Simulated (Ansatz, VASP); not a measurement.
# Two plane-wave programs on Au

```
CELL_PARAMETERS angstrom
2.90000 0.00000 0.00000
-1.45000 2.51147 0.00000
0.00000 0.00000 4.88000
ATOMIC_POSITIONS crystal
Au 0.41025 0.72298 0.75000
Au 0.66667 0.33333 0.25000
```

Alike in both runs: task single point; functional PBE; k mesh 18 × 18 × 10; occupations gaussian, width 0.15 eV; no spin polarisation.

|  | VASP | Ansatz |
| --- | --- | --- |
| version | VASP 6.6.1 | Ansatz 0.2.0 |
| potentials or method | VASP PAW PBE potentials, release 64 (Au), cutoff 520 eV | scalar-relativistic, plane waves, PAW |
| valence electrons in the cell | 22 | 38 |

Ansatz gave:

| Quantity | Value |
| --- | --- |
| gap on the k mesh at the Fermi level (eV) | none |
| pressure (GPa) | 2.2 |
| traceless stress, the component that is largest in VASP (GPa) | -0.45 |
| rms of the force components (eV/Å) | 0.041 |

Task: What did VASP give for the same quantities?

Result: gap on the k mesh at the Fermi level (eV): none; pressure (GPa): 2.0; traceless stress, the component that is largest in VASP (GPa): -0.44; rms of the force components (eV/Å): 0.041.

Atom by atom the forces differ by 0.000 eV/Å (rms over components). A gap of «none» marks a metal or a gap that the smearing closes. VASP's potentials hold 22 valence electrons a cell and Ansatz's 38, so a difference there can come from the potentials and not from the codes.

Neither program's run includes spin-orbit coupling.
